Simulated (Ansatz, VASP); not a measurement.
# AgI in VASP and in Ansatz

```xyz
4
Lattice="4.8972 0.0000 0.0000 -2.4486 4.2411 0.0000 0.0000 0.0000 8.0059" Properties=species:S:1:pos:R:3 pbc="T T T"
Ag    0.0000    2.8274    0.0196
Ag    2.4486    1.4137    4.0226
I     0.0000    2.8274    3.0218
I     2.4486    1.4137    7.0248
```

Change from the starting cell: equal strain along all axes, cell held, atoms relaxed: +4.5 %.

Alike in both runs: task relaxation of the atoms; functional PBE; k mesh 6 × 6 × 4; occupations gaussian, width 0.02 eV; no spin polarisation.

```csv
,VASP,Ansatz
version,VASP 6.6.1,Ansatz 0.2.0
potentials or method,"VASP PAW PBE potentials, release 64 (Ag, I), cutoff 450 eV","scalar-relativistic, plane waves, PAW"
valence electrons in the cell,36,72
```

|  | VASP | Ansatz | Ansatz less VASP |
| --- | --- | --- | --- |
| gap on the k mesh at the Fermi level, each at its own relaxed structure (eV) | 1.38 | 1.38 | -0.001 |

VASP's potentials hold 36 valence electrons a cell and Ansatz's 72, so a difference there can come from the potentials and not from the codes. Ansatz's warnings: stress scf threshold loose.

Neither program's run includes spin-orbit coupling. Noted on VASP's run: the relaxation stopped at its first step, so nothing moved.
